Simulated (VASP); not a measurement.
BN: single point with PBE

The system is BN.

```xyz
2
Lattice="0.0000 1.8075 1.8075 1.8075 0.0000 1.8075 1.8075 1.8075 0.0000" Properties=species:S:1:pos:R:3 pbc="T T T"
B     0.0000    0.0000    0.0000
N     2.7113    2.7113    2.7113
```

```json
{
  "Program": "VASP 6.6.1",
  "Task": "single point",
  "Functional": "PBE",
  "Potentials or basis": "VASP PAW PBE potentials, release 64 (B, N)",
  "Cutoff": "600 eV",
  "k mesh": "8 × 8 × 8",
  "Occupations": "methfessel-paxton, width 0.02 eV",
  "Spin": "no spin polarisation",
  "Dipole correction": "no",
  "Further INCAR settings": "ALGO = Normal; EDIFF = 1e-06; NBANDS = 11"
}
```

| Property | Result |
| --- | --- |
| Pressure | 3.0 GPa |
| Band gap on the k mesh | 4.46 eV (least direct gap 8.82 eV) |

Levels at points of the mesh, in eV from the valence-band top:
```csv
k point,band 1,band 2,band 3,band 4,band 5,band 6,band 7,band 8,band 9
"(0.00, 0.00, 0.00)",-20.23,0.00,0.00,0.00,8.82,8.82,8.82,10.35,24.75
"(0.50, 0.00, 0.00)",-16.01,-10.69,-1.94,-1.94,10.15,10.71,10.71,15.26,23.46
"(0.50, 0.50, 0.00)",-14.65,-8.92,-4.90,-4.90,4.46,9.23,17.92,17.92,20.78
```

Wall time 7.6 s on 1 thread of Intel(R) Xeon(R) Platinum 8375C CPU @ 2.90GHz (Ice Lake), with other jobs on the host, peak memory 0.11 GiB.

Caveat: the cell stands under pressure. A k mesh can miss the band edges.
